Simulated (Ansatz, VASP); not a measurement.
**BP in VASP and in Ansatz**

```xyz
2
Lattice="0.0000 2.2452 2.2452 2.2452 0.0000 2.2452 2.2452 2.2452 0.0000" Properties=species:S:1:pos:R:3 pbc="T T T"
B     0.0000    0.0000    0.0000
P     1.1226    1.1226    1.1226
```

Alike in both runs: functional LDA; k mesh 10 × 10 × 10; occupations gaussian, width 0.02 eV; no spin polarisation.

Ansatz relaxed the structure, and its values are those at the end. VASP's run is a single point on that final structure, the one shown.

|  | VASP | Ansatz |
| --- | --- | --- |
| version | VASP 6.6.1 | Ansatz 0.2.0 |
| potentials or method | VASP PAW LDA potentials, release 64 (B, P), cutoff 500 eV | scalar-relativistic, plane waves, PAW |
| valence electrons in the cell | 8 | 8 |

```csv
,VASP,Ansatz,Ansatz less VASP
gap on the k mesh at the Fermi level (eV),1.15,1.15,0.000
least direct gap on the mesh (eV),3.43,3.43,-0.002
pressure (GPa),-0.1,0.0,+0.11
```

LDA's correlation is that of Perdew and Zunger in VASP and of Perdew and Wang (1992) in Ansatz.
